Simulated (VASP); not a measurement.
# Mg2CdTe4 (I-4) in VASP: notebook

Runs on Mg2CdTe4. Level: PBE. Tasks: single point.

Program: VASP 6.6.1. These are calculated values, not measurements. Logs are shortened: lines on timing, memory, paths and dates and some standing lists are left out, and cuts for length are marked.

## (1) The cell of the first run

The structure is tetragonal, space group I-4 (No. 82). Conventional cell: a = 6.046 Å, b = 6.046 Å, c = 12.281 Å, α = 90.00°, β = 90.00°, γ = 90.00°. Within 3.5 Å of Te (site symmetry 1) lie 1 Cd at 2.63 Å and 2 Mg at 2.63 Å. Within 3.5 Å of Cd (site symmetry -4) lie 4 Te at 2.63 Å. Within 3.5 Å of Mg (site symmetry -4) lie 4 Te at 2.63 Å. Mg (site symmetry -4) has 4 Te at 2.63 Å within 3.5 Å.

## (2) Single point, PBE

Input file INCAR:

```
SYSTEM = Mg2CdTe4
PREC = Accurate ; ENCUT = 600
EDIFF = 1E-6 ; ISMEAR = -1
SIGMA = 0.0791 ; LREAL = .FALSE.
LASPH = .TRUE. ; NELM = 120
ALGO = Normal ; ISIF = 2
LWAVE = .FALSE. ; LCHARG = .FALSE.
GGA = PE ; NBANDS = 29
GGA_COMPAT = .FALSE.
```

Input file KPOINTS:

```
Automatic mesh
0
G
  4 4 4
  0 0 0
```

Input file POSCAR:

```
Mg2CdTe4
1.0
    0.0000000000      6.0459680000      0.0000000000
    6.0459680000      0.0000000000      0.0000000000
    3.0229840000      3.0229840000     -6.1405150000
Te Cd Mg
4 1 2
Direct
    0.3750000000      0.3750000000      0.7500000000
    0.6250000000      0.1250000000      0.2500000000
    0.8750000000      0.8750000000      0.7500000000
    0.1250000000      0.6250000000      0.2500000000
    0.0000000000      0.0000000000      0.0000000000
    0.7500000000      0.2500000000      0.5000000000
    0.5000000000      0.5000000000      0.0000000000
```

Potentials or basis: VASP PAW PBE potentials, release 64 (Te, Cd, Mg).

Launch:

```bash
$ cat potpaw_PBE.64/Te/POTCAR potpaw_PBE.64/Cd/POTCAR potpaw_PBE.64/Mg/POTCAR > POTCAR
$ mpirun -np 1 vasp_std > vasp.out
```

OUTCAR:

```text
SYSTEM = Mg2CdTe4
   PREC = Accurate
   ENCUT = 600
   EDIFF = 1E-6
   ISMEAR = -1
   LREAL = .FALSE.
   LASPH = .TRUE.
   NELM = 120
   ISIF = 2
   GGA = PE

 ion  position               nearest neighbor table
   1  0.375  0.375  0.750-   5 2.63   6 2.63   7 2.63
   2  0.625  0.125  0.250-   5 2.63   6 2.63   7 2.63
   3  0.875  0.875  0.750-   7 2.63   6 2.63   5 2.63
   4  0.125  0.625  0.250-   6 2.63   5 2.63   7 2.63
   5  0.000  0.000  0.000-   1 2.63   2 2.63   3 2.63   4 2.63
   6  0.750  0.250  0.500-   4 2.63   2 2.63   3 2.63   1 2.63
   7  0.500  0.500  0.000-   3 2.63   2 2.63   1 2.63   4 2.63

  LATTYP: Found a body centered tetragonal cell.
 ALAT       =     6.0459680000
 C/A-ratio  =     2.0312760504

  Lattice vectors:

 A1 = (  -3.0229840000,   3.0229840000,   6.1405150000)
 A2 = (   3.0229840000,  -3.0229840000,   6.1405150000)
 A3 = (   3.0229840000,   3.0229840000,  -6.1405150000)

Analysis of symmetry for initial positions (statically):
=====================================================================
 Subroutine PRICEL returns:
 Original cell was already a primitive cell.

 Routine SETGRP: Setting up the symmetry group for a
 body centered tetragonal supercell.

 Subroutine GETGRP returns: Found  4 space group operations
 (whereof  4 operations were pure point group operations)
 out of a pool of 16 trial point group operations.

The static configuration has the point symmetry S_4 .

Analysis of symmetry for dynamics (positions and initial velocities):
=====================================================================
 Subroutine PRICEL returns:
 Original cell was already a primitive cell.

 Routine SETGRP: Setting up the symmetry group for a
 body centered tetragonal supercell.

 Subroutine GETGRP returns: Found  4 space group operations
 (whereof  4 operations were pure point group operations)
 out of a pool of 16 trial point group operations.

The dynamic configuration has the point symmetry S_4 .

 Subroutine INISYM returns: Found  4 space group operations
 (whereof  4 operations are pure point group operations),
 and found     1 'primitive' translations

----------------------------------------------------------------------------------------

                                     Primitive cell

[... 89 lines left out ...]
   EDIFF  = 0.1E-05   stopping-criterion for ELM
   LREAL  =      F    real-space projection
   EDIFFG = 0.1E-04   stopping-criterion for IOM
   NSW    =      0    number of steps for IOM
   IBRION =     -1    ionic relax: 0-MD 1-quasi-New 2-CG
   NFREE  =      0    steps in history (QN), initial steepest desc. (CG)
   ISIF   =      2    stress and relaxation
   ISYM   =      2    0-nonsym 1-usesym 2-fastsym
   POTIM  = 0.5000    time-step for ionic-motion
   TEBEG  =    0.0;   TEEND  =   0.0 temperature during run
   PSTRESS=    0.0 pullay stress
   NELECT =      40.0000    total number of electrons
   NUPDOWN=      -1.0000    fix difference up-down
   EMIN   =  10.00;   EMAX   =-10.00  energy-range for DOS
   EFERMI =   0.00;   METHOD = LEGACY
   ISMEAR =    -1;   SIGMA  =   0.08  broadening in eV -4-tet -1-fermi 0-gaus
   EFERMI_NEDOS =   21; number of points for ismear=-14 and -15
   IALGO  =     38    algorithm
   IMIX   =      4    mixing-type and parameters
     AMIX     =   0.40;   BMIX     =  1.00
     AMIX_MAG =   1.60;   BMIX_MAG =  1.00
  volume/ion in A,a.u.               =      32.07       216.39
  Fermi-wavevector in a.u.,A,eV,Ry     =   0.921261  1.740931 11.547560  0.848722
  Thomas-Fermi vector in A             =   2.046658
   LORBIT       =      0    0 simple, 1 ext, 2 COOP (PROOUT), +10 PAW based schemes
   GGA     = PE    functional components
   LHFCALC =     F    Hartree Fock is set to
   AEXX    =    0.0000 exact exchange contribution
   IVDW    =     0    specifies the selected vdW correction
   LEPSILON=     F    determine dielectric tensor
   LRPA    =     F    only Hartree local field effects (RPA)
 non-spin polarized calculation
  energy-cutoff  :      600.00
  volume of cell :      224.46
 maximum number of plane-waves:      7506
   NGX = 25   NGY = 25   NGZ = 29

 number of electron      39.9999998 magnetization

 Free energy of the ion-electron system (eV)
  ---------------------------------------------------
  ext. energy  EPLUGINS =         0.00000000
  ---------------------------------------------------
  free energy    TOTEN  =       -17.81872161 eV

  energy without entropy =      -17.69477056  energy(sigma->0) =      -17.75674609

 E-fermi :   2.7638     XC(G=0):  -8.4555

 val. band max:        2.7584591424   @ k =   0.5000   0.2500  -0.0000
 cond. band min:       2.7774876191   @ k =   0.5000   0.5000   0.2500
 fundamental gap:      0.0190284768
 Fermi energy:         2.7638497038

 k-point     1 :       0.0000    0.0000    0.0000
  band No.  band energies     occupation
      1      -8.3107      2.00000
      2      -7.4183      2.00000
      3      -7.3949      2.00000
      4      -7.3949      2.00000
      5      -5.3775      2.00000
      6      -5.3673      2.00000
[... 437 lines left out ...]
     28       7.7147      0.00000
     29       8.3848      0.00000

------------------------ aborting loop because EDIFF is reached ----------------------------------------

  FORCE on cell =-STRESS in cart. coord.  units (eV):
  Direction    XX          YY          ZZ          XY          YZ          ZX
  --------------------------------------------------------------------------------------
  -------------------------------------------------------------------------------------
  Total       10.8879778     10.8879778     11.9178635      0.0000007      0.0000000      0.0000000
  in kB       77.7179478     77.7179478     85.0692303      0.0000048      0.0000000      0.0000000
  external PRESSURE =      80.1683753 kB  Pullay stress =       0.0000000 kB

 VOLUME and BASIS-vectors are now :
 -----------------------------------------------------------------------------
  energy-cutoff  :      600.00
  volume of cell :      224.46
      direct lattice vectors                 reciprocal lattice vectors
     0.000000000  6.045968000  0.000000000     0.000000000  0.165399486  0.081426395
     6.045968000  0.000000000  0.000000000     0.165399486  0.000000000  0.081426395
     3.022984000  3.022984000 -6.140515000     0.000000000  0.000000000 -0.162852790

 POSITION                                       TOTAL-FORCE (eV/Angst)
 -----------------------------------------------------------------------------------
      4.53448      4.53448     -4.60539         0.850584     -0.350826      0.897803
      1.51149      4.53448     -1.53513        -0.350826     -0.850584     -0.897803
      7.55746      7.55746     -4.60539        -0.850584      0.350826      0.897803
      4.53448      1.51149     -1.53513         0.350826      0.850584     -0.897803
      0.00000      0.00000      0.00000         0.000000     -0.000000      0.000000
      3.02298      6.04597     -3.07026         0.000000     -0.000000      0.000000
      3.02298      3.02298      0.00000         0.000000      0.000000      0.000000
 -----------------------------------------------------------------------------------
    total drift:                                0.000001      0.000001     -0.000000

  FREE ENERGIE OF THE ION-ELECTRON SYSTEM (eV)
  ---------------------------------------------------
  free  energy   TOTEN  =       -17.8187216135 eV

  energy  without entropy=      -17.6947705565  energy(sigma->0) =      -17.75674609
```

OSZICAR:

```text
N       E                     dE             d eps       ncg     rms          rms(c)
DAV:   1     0.216530859585E+03    0.21653E+03   -0.16979E+04   812   0.127E+03
DAV:   2    -0.351381872387E+01   -0.22004E+03   -0.21368E+03   978   0.223E+02
DAV:   3    -0.180380456884E+02   -0.14524E+02   -0.14415E+02   987   0.570E+01
DAV:   4    -0.183138168780E+02   -0.27577E+00   -0.27557E+00  1052   0.804E+00
DAV:   5    -0.183192190419E+02   -0.54022E-02   -0.54021E-02   990   0.110E+00    0.914E+00
DAV:   6    -0.178508936859E+02    0.46833E+00   -0.10757E+00   907   0.100E+01    0.741E+00
DAV:   7    -0.178122002563E+02    0.38693E-01   -0.42432E-01   999   0.310E+00    0.290E+00
DAV:   8    -0.178175942245E+02   -0.53940E-02   -0.37032E-02   922   0.169E+00    0.838E-01
DAV:   9    -0.178184584660E+02   -0.86424E-03   -0.43768E-03   943   0.614E-01    0.287E-01
DAV:  10    -0.178186343597E+02   -0.17589E-03   -0.12103E-03   918   0.278E-01    0.831E-02
DAV:  11    -0.178187153834E+02   -0.81024E-04   -0.28120E-04   972   0.111E-01    0.336E-02
DAV:  12    -0.178187108554E+02    0.45280E-05   -0.69852E-05   959   0.858E-02    0.132E-02
DAV:  13    -0.178187211729E+02   -0.10317E-04   -0.23259E-05   902   0.295E-02    0.591E-03
DAV:  14    -0.178187216135E+02   -0.44063E-06   -0.10890E-06   780   0.742E-03
   1 F= -.17818722E+02 E0= -.17756746E+02  d E =-.123951E+00
```

It took 2 min on 1 thread of Intel Xeon 6975P-C, shared host; peak memory 0.44 GiB.

What came out:

```
Free energy            : -17.8187 eV
Pressure               : 8.0 GPa
Largest force          : 1.286 eV/Å
Band gap on the k mesh : zero (band 20 reaches 3.17 eV, above the bottom of band 21 at 2.61 eV)
```

Forces on the atoms (eV/Å):
```
Te   0.851 -0.351  0.898
Te  -0.351 -0.851 -0.898
Te  -0.851  0.351  0.898
Te   0.351  0.851 -0.898
Cd   0.000  0.000  0.000
Mg   0.000  0.000  0.000
Mg   0.000  0.000  0.000
```

Caveat: spin-orbit coupling is left out, which moves the levels of the heavy elements; forces of over 1 eV/Å act on the atoms, so gaps and moduli don't describe the material at rest.

## (3) Single point, PBE

Input file INCAR:

```
PREC = Accurate
ENCUT = 600
EDIFF = 1E-6
ISMEAR = -5
SIGMA = 0.1
LREAL = F
LASPH = T
NELM = 120
ALGO = Normal
ISIF = 2
LWAVE = F
LCHARG = F
GGA = PE
NBANDS = 29
GGA_COMPAT = F
```

Input file KPOINTS:

```
regular mesh
0
Gamma
  4 4 4
```

POSCAR is that of step 2.

Potentials or basis: VASP PAW PBE potentials, release 64 (Te, Cd, Mg).

Launch:

```bash
$ cat potpaw_PBE.64/Te/POTCAR potpaw_PBE.64/Cd/POTCAR potpaw_PBE.64/Mg/POTCAR > POTCAR
$ mpirun -np 1 vasp_std > vasp.out
```

OUTCAR:

```text
PREC = Accurate
   ENCUT = 600
   EDIFF = 1E-6
   ISMEAR = -5
   LREAL = F
   LASPH = T
   NELM = 120
   ISIF = 2
   GGA = PE

 ion  position               nearest neighbor table
   1  0.375  0.375  0.750-   5 2.63   6 2.63   7 2.63
   2  0.625  0.125  0.250-   5 2.63   6 2.63   7 2.63
   3  0.875  0.875  0.750-   7 2.63   6 2.63   5 2.63
   4  0.125  0.625  0.250-   6 2.63   5 2.63   7 2.63
   5  0.000  0.000  0.000-   1 2.63   2 2.63   3 2.63   4 2.63
   6  0.750  0.250  0.500-   4 2.63   2 2.63   3 2.63   1 2.63
   7  0.500  0.500  0.000-   3 2.63   2 2.63   1 2.63   4 2.63

  LATTYP: Found a body centered tetragonal cell.
 ALAT       =     6.0459680000
 C/A-ratio  =     2.0312760504

  Lattice vectors:

 A1 = (  -3.0229840000,   3.0229840000,   6.1405150000)
 A2 = (   3.0229840000,  -3.0229840000,   6.1405150000)
 A3 = (   3.0229840000,   3.0229840000,  -6.1405150000)

[... 174 lines left out ...]

 E-fermi :   2.7643     XC(G=0):  -8.4559

 val. band max:        3.1366970584   @ k =   0.0000   0.0000   0.0000
 cond. band min:       2.7324933164   @ k =  -0.2500  -0.2500   0.2500
 fundamental gap:     -0.4042037420
 Fermi energy:         2.7643379567

 k-point     1 :       0.0000    0.0000    0.0000
  band No.  band energies     occupation
      1      -8.3113      2.00000
      2      -7.4196      2.00000
      3      -7.3961      2.00000
      4      -7.3961      2.00000
      5      -5.3810      2.00000
      6      -5.3706      2.00000
[... 437 lines left out ...]
     28       7.7140      0.00000
     29       8.3799      0.00000

------------------------ aborting loop because EDIFF is reached ----------------------------------------

  FORCE on cell =-STRESS in cart. coord.  units (eV):
  Direction    XX          YY          ZZ          XY          YZ          ZX
  --------------------------------------------------------------------------------------
  -------------------------------------------------------------------------------------
  Total       10.6888116     10.6888116     12.0946766      0.0000006      0.0000000      0.0000000
  in kB       76.2963072     76.2963072     86.3313151      0.0000045      0.0000000      0.0000000
  external PRESSURE =      79.6413098 kB  Pullay stress =       0.0000000 kB

 VOLUME and BASIS-vectors are now :
 -----------------------------------------------------------------------------
  energy-cutoff  :      600.00
  volume of cell :      224.46
      direct lattice vectors                 reciprocal lattice vectors
     0.000000000  6.045968000  0.000000000     0.000000000  0.165399486  0.081426395
     6.045968000  0.000000000  0.000000000     0.165399486  0.000000000  0.081426395
     3.022984000  3.022984000 -6.140515000     0.000000000  0.000000000 -0.162852790

 POSITION                                       TOTAL-FORCE (eV/Angst)
 -----------------------------------------------------------------------------------
      4.53448      4.53448     -4.60539         0.830124     -0.338877      0.909594
      1.51149      4.53448     -1.53513        -0.338877     -0.830124     -0.909594
      7.55746      7.55746     -4.60539        -0.830124      0.338877      0.909594
      4.53448      1.51149     -1.53513         0.338877      0.830124     -0.909594
      0.00000      0.00000      0.00000        -0.000000     -0.000000      0.000000
      3.02298      6.04597     -3.07026        -0.000000     -0.000000      0.000000
      3.02298      3.02298      0.00000        -0.000000     -0.000000      0.000000
 -----------------------------------------------------------------------------------
    total drift:                                0.000001      0.000001     -0.000000

  FREE ENERGIE OF THE ION-ELECTRON SYSTEM (eV)
  ---------------------------------------------------
  free  energy   TOTEN  =       -17.7447206196 eV

  energy  without entropy=      -17.7447206196  energy(sigma->0) =      -17.74472062
```

stdout:

```text
POSCAR found type information on POSCAR TeCdMg
 POSCAR found :  3 types and       7 ions
 scaLAPACK will be used
 LDA part: xc-table for (Slater+PW92), standard interpolation
 POSCAR, INCAR and KPOINTS ok, starting setup
 FFT: planning ... GRIDC
 FFT: planning ... GRID_SOFT
 FFT: planning ... GRID
 WAVECAR not read
 entering main loop
 -----------------------------------------------------------------------------
|                                                                             |
|           W    W    AA    RRRRR   N    N  II  N    N   GGGG   !!!           |
|           W    W   A  A   R    R  NN   N  II  NN   N  G    G  !!!           |
|           W    W  A    A  R    R  N N  N  II  N N  N  G       !!!           |
|           W WW W  AAAAAA  RRRRR   N  N N  II  N  N N  G  GGG   !            |
|           WW  WW  A    A  R   R   N   NN  II  N   NN  G    G                |
|           W    W  A    A  R    R  N    N  II  N    N   GGGG   !!!           |
|                                                                             |
|     Tetrahedron method does not include variations of the Fermi             |
|     occupations, so forces and stress will be inaccurate. We suggest        |
|     using a different smearing scheme ISMEAR = 1 or 2 for metals in         |
|     relaxations.                                                            |
|                                                                             |
 -----------------------------------------------------------------------------
```

It took 2.2 min on 1 thread of Intel Xeon 6975P-C, shared host; peak memory 0.44 GiB.

What came out:

```yaml
Free_energy: -17.7447 eV
Pressure: 8.0 GPa
Largest_force: 1.277 eV/Å
Band_gap_on_the_k_mesh: zero (band 20 reaches 3.16 eV, above the bottom of band 21 at 2.61 eV)
```

Forces on the atoms (eV/Å):
```
Te   0.830 -0.339  0.910
Te  -0.339 -0.830 -0.910
Te  -0.830  0.339  0.910
Te   0.339  0.830 -0.910
Cd   0.000  0.000  0.000
Mg   0.000  0.000  0.000
Mg   0.000  0.000  0.000
```

Levels at points of the mesh, in eV from the Fermi level:
```tsv
k point	band 18	band 19	band 20	band 21	band 22	band 23
(0.00, 0.00, 0.00)	-1.13	0.37	0.40	0.40	3.04	3.08
(0.50, 0.00, 0.00)	-0.96	-0.54	-0.36	-0.10	4.41	4.73
(0.50, 0.50, 0.00)	-0.38	-0.17	0.04	0.24	3.24	4.36
(0.00, 0.00, 0.50)	-0.88	-0.88	-0.15	-0.15	3.13	3.13
```

Caveat: spin-orbit coupling is left out, which moves the levels of the heavy elements; forces of over 1 eV/Å act on the atoms, so gaps and moduli don't describe the material at rest; tetrahedron occupations give inexact forces and stress in metals.

(Continued in part 2 of 2.)
